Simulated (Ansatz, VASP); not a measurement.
## Ca in VASP and in Ansatz

```xyz
2
Lattice="3.9365 0.0000 0.0000 -1.9682 3.4091 0.0000 0.0000 0.0000 6.4744" Properties=species:S:1:pos:R:3 pbc="T T T"
Ca    0.0000    2.2727    1.6186
Ca    1.9682    1.1364    4.8558
```

Alike in both runs: task single point; functional r2SCAN; k mesh 10 × 10 × 6; occupations fermi-dirac, width 0.1 eV; no spin polarisation.

|  | VASP | Ansatz |
| --- | --- | --- |
| version | VASP 6.6.1 | Ansatz 0.2.0 |
| potentials or method | VASP PAW PBE potentials, release 64 (Ca_sv), cutoff 520 eV | plane waves (500 eV) with PAW, scalar-relativistic |
| valence electrons in the cell | 20 | 20 |

VASP gave:

* pressure (GPa): 0.1

**Question.** What did Ansatz give for the same quantities?

**Answer.** Pressure (GPa): 0.0.

VASP's potentials were made for PBE, not for r2SCAN. The functional is the same, so the differences come from potentials, cutoffs and numerics.
